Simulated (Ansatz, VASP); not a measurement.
## BaTiO3 in VASP and in Ansatz

Contents of INCAR:

```
SYSTEM = BaTiO3
ALGO = Normal
EDIFF = 1E-6
ENCUT = 520
GGA = PE
ISIF = 2
ISMEAR = -1
LASPH = .True.
LCHARG = .True.
LELF = .True.
LREAL = .False.
LVHAR = .True.
LWAVE = .False.
NBANDS = 28
NELM = 80
PREC = Accurate
SIGMA = 0.02
```

KPOINTS

```
k-points
0
Gamma
  6 6 6
  0 0 0
```

POSCAR

```
BaTiO3
1.0
    3.9142145900      0.0000000000      0.0000000000
    0.0000000000      3.9142145900      0.0000000000
    0.0000000000      0.0000000000      4.0555254761
Ba Ti O
1 1 3
Direct
    0.0000000000      0.0000000000      0.0000000000
    0.5000000000      0.5000000000      0.5000000000
    0.5000000000      0.5000000000      0.0000000000
    0.5000000000      0.0000000000      0.5000000000
    0.0000000000      0.5000000000      0.5000000000
```

Input for Ansatz:

```yaml
crystal:
  lattice:
    - [3.91421459, 0.0, 0.0]
    - [0.0, 3.91421459, 0.0]
    - [0.0, 0.0, 4.0555254761]
  atoms:
    - { symbol: Ba, position: [0.0, 0.0, 0.0] }
    - { symbol: Ti, position: [0.5, 0.5, 0.5] }
    - { symbol: O, position: [0.5, 0.5, 0.0] }
    - { symbol: O, position: [0.5, 0.0, 0.5] }
    - { symbol: O, position: [0.0, 0.5, 0.5] }
kpoints:
  mp_grid: { grid: [6, 6, 6] }
  band_path:
    path: [[0.0, 0.0, 0.0], [0.0, 0.5, 0.0], [0.5, 0.5, 0.0], [0.5, 0.5, 0.5]]
    npoints: 1
hamiltonian:
  xc: pbe
scf:
  occupations: { method: fermi_dirac, width: 0.02 }
  n_extra_bands: 5
output:
  forces: true
  stress: true
  eigenvalues: true
```

Change from the starting cell: epitaxial_xy strain -2.0%.

Alike in both runs: task single point; functional PBE; k mesh 6 × 6 × 6; occupations fermi-dirac, width 0.02 eV; no spin polarisation.

```csv
,VASP,Ansatz
version,VASP 6.6.1,Ansatz 0.2.0
potentials or method,"VASP PAW PBE potentials, release 64 (Ba_sv, Ti_sv, O)","plane waves, PAW"
plane-wave cutoff (eV),520,420
valence electrons in the cell,40,40
```

|  | VASP | Ansatz | Ansatz less VASP |
| --- | --- | --- | --- |
| gap on the k mesh at the Fermi level (eV) | 1.73 | 1.80 | +0.067 |
| pressure (GPa) | 10.3 | 8.2 | -2.05 |
| traceless stress, the component that is largest in VASP (GPa) | -5.20 | -5.02 | +0.181 |

Spin-orbit coupling is off throughout.
